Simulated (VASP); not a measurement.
# Fe (P6_3/mmc) in VASP: notebook, part 2 of 2

VASP 6.6.1. Earlier steps stand in the parts before.

## (5) Single point, LDA (9.22 Å³/atom)

This run uses another cell than the first one, of 9.22 Å³/atom.

INCAR reads:

```
PREC = Accurate ; ENCUT = 520
EDIFF = 1E-6 ; ISMEAR = -1
SIGMA = 0.1 ; LREAL = False
LASPH = True ; NELM = 80
ALGO = Normal ; ISIF = 2
LWAVE = False ; LCHARG = False
NBANDS = 24
```

KPOINTS reads:

```
Automatic mesh
0
Gamma
  17 17 5
```

POSCAR reads:

```
Fe
1.0
    2.3648095024      0.0000000000      0.0000000000
   -1.1824047512      2.0479851042      0.0000000000
    0.0000000000      0.0000000000      7.6108407533
Fe
4
Direct
    1.0000000000      0.0000000000      0.0000000000
    1.0000000000      0.0000000000      0.5000000000
    0.3333333333      0.6666666667      0.2500000000
    0.6666666667      0.3333333333      0.7500000000
```

Potentials or basis: VASP PAW LDA potentials, release 64 (Fe).

Launch:

```console
$ cat potpaw_LDA.64/Fe/POTCAR > POTCAR
$ mpirun -np 1 vasp_std > vasp.out
```

OUTCAR:

```text
PREC = Accurate
   ENCUT = 520
   EDIFF = 1E-6
   ISMEAR = -1
   LREAL = False
   LASPH = True
   NELM = 80
   ISIF = 2

 ion  position               nearest neighbor table
   1  0.000  0.000  0.000-   3 2.34   4 2.34   4 2.34   3 2.34   4 2.34   3 2.34
   2  0.000  0.000  0.500-   3 2.34   4 2.34   4 2.34   3 2.34   4 2.34   3 2.34
   3  0.333  0.667  0.250-   1 2.34   2 2.34   1 2.34   2 2.34   1 2.34   2 2.34
   4  0.667  0.333  0.750-   1 2.34   2 2.34   1 2.34   2 2.34   1 2.34   2 2.34

  LATTYP: Found a hexagonal cell.
 ALAT       =     2.3648095024
 C/A-ratio  =     3.2183737191
[... 848 lines left out ...]
  --------------------------------------------------------------------------------------
  -------------------------------------------------------------------------------------
  Total        3.4725447      3.4725447      3.4831188      0.0000000     -0.0000000      0.0000000
  in kB      150.9394735    150.9394735    151.3990941      0.0000000     -0.0000000      0.0000000
  external PRESSURE =     151.0926804 kB  Pullay stress =       0.0000000 kB

 VOLUME and BASIS-vectors are now :
 -----------------------------------------------------------------------------
  energy-cutoff  :      520.00
  volume of cell :       36.86
      direct lattice vectors                 reciprocal lattice vectors
     2.364809502  0.000000000  0.000000000     0.422867042  0.244142401  0.000000000
    -1.182404751  2.047985104  0.000000000     0.000000000  0.488284801  0.000000000
     0.000000000  0.000000000  7.610840753     0.000000000  0.000000000  0.131391529

 POSITION                                       TOTAL-FORCE (eV/Angst)
 -----------------------------------------------------------------------------------
      0.00000      0.00000      0.00000        -0.000000      0.000000     -0.000000
      0.00000      0.00000      3.80542        -0.000000      0.000000     -0.000000
     -0.00000      1.36532      1.90271        -0.000000      0.000000     -0.000000
      1.18240      0.68266      5.70813         0.000000     -0.000000      0.000000
 -----------------------------------------------------------------------------------
    total drift:                                0.000000     -0.000000      0.000000

  FREE ENERGIE OF THE ION-ELECTRON SYSTEM (eV)
  ---------------------------------------------------
  free  energy   TOTEN  =       -37.4343672429 eV

  energy  without entropy=      -37.2394500722  energy(sigma->0) =      -37.33690866
```

stdout:

```text
POSCAR found type information on POSCAR Fe
 POSCAR found :  1 types and       4 ions
 scaLAPACK will be used
 LDA part: xc-table for (Slater(with rela. corr.)+CA(PZ))
 , standard interpolation
 POSCAR, INCAR and KPOINTS ok, starting setup
 FFT: planning ... GRIDC
 FFT: planning ... GRID_SOFT
 FFT: planning ... GRID
 WAVECAR not read
 entering main loop
```

Wall time 97 s (1 thread of Intel Xeon 8259CL, shared host); peak memory 0.18 GiB.

What came out:

```
Free energy            : -37.4344 eV
Pressure               : 15.1 GPa
Band gap on the k mesh : zero (bands 16 and 17 overlap by 2.01 eV)
```

Levels at points of the mesh, in eV from the Fermi level:
| k point | band 13 | band 14 | band 15 | band 16 | band 17 | band 18 | band 19 | band 20 |
| --- | --- | --- | --- | --- | --- | --- | --- | --- |
| (0.00, 0.00, 0.00) | -1.64 | -1.55 | -1.55 | -0.54 | -0.54 | -0.02 | -0.02 | 0.41 |

Caveat: the cell stands under pressure; the run has no spin polarisation, though such a crystal can be magnetic. Spin polarisation is off, so any magnetic state and its effect on volume and gap are missing.

## (6) Single point, LDA (9.60 Å³/atom)

INCAR reads:

```
ALGO = Normal
EDIFF = 1E-7
ENCUT = 520
GGA = CA
ISIF = 2
ISMEAR = -1
LASPH = T
LCHARG = F
LREAL = F
LWAVE = F
NBANDS = 24
NELM = 80
PREC = Accurate
SIGMA = 0.1
```

KPOINTS reads:

```
k-points
0
Gamma
  17 17 5
```

POSCAR reads:

```
Fe
1.0
    2.3972081792      0.0000000000      0.0000000000
   -1.1986040896      2.0760431813      0.0000000000
    0.0000000000      0.0000000000      7.7151118029
Fe
4
Direct
    1.0000000000      0.0000000000      0.0000000000
    1.0000000000      0.0000000000      0.5000000000
    0.3333333333      0.6666666667      0.2500000000
    0.6666666667      0.3333333333      0.7500000000
```

Potentials or basis: VASP PAW LDA potentials, release 64 (Fe).

Launch:

```console
$ cat potpaw_LDA.64/Fe/POTCAR > POTCAR
$ mpirun -np 1 vasp_std > vasp.out
```

Run time: 1.9 min. Hardware: 1 thread of Intel Xeon 8259CL, shared host; peak memory 0.19 GiB.

The run converged. Its results:

* Free energy: -37.5026 eV
* Pressure: -0.3 GPa
* Band gap on the k mesh: zero (bands 16 and 17 overlap by 1.89 eV)

Stress tensor (GPa, compression positive):
```
-0.23  0.00  0.00
 0.00 -0.23  0.00
 0.00  0.00 -0.42
```

Levels at points of the mesh, in eV from the Fermi level:
```tsv
k point	band 14	band 15	band 16	band 17	band 18	band 19
(0.00, 0.00, 0.00)	-1.46	-1.46	-0.51	-0.51	-0.02	-0.02
```

Caveat: the run has no spin polarisation, though such a crystal can be magnetic.

## (7) The runs side by side

```csv
cell,k mesh,gap on the mesh (eV),pressure (GPa)
"a = 2.397, b = 2.397, c = 7.715 Å, angles 90.0, 90.0, 120.0°, 4 atoms",14 × 14 × 4,none,-0.3
"a = 2.297, b = 2.297, c = 7.393 Å, angles 90.0, 90.0, 120.0°, 4 atoms",17 × 17 × 5,none,58.4
"a = 2.331, b = 2.331, c = 7.504 Å, angles 90.0, 90.0, 120.0°, 4 atoms",17 × 17 × 5,none,34.3
"a = 2.365, b = 2.365, c = 7.611 Å, angles 90.0, 90.0, 120.0°, 4 atoms",17 × 17 × 5,none,15.1
"a = 2.397, b = 2.397, c = 7.715 Å, angles 90.0, 90.0, 120.0°, 4 atoms",17 × 17 × 5,none,-0.3
```

Alike in all rows: task single point; level LDA; potentials or basis VASP PAW LDA potentials, release 64 (Fe); no spin polarisation; cutoff (eV) 520; smearing fermi-dirac 0.1 eV.

Caveats: the run has no spin polarisation, though such a crystal can be magnetic; the cell stands under pressure (at least some runs).

Total energies depend on the potentials used, so only differences within one code and one set of settings carry meaning.
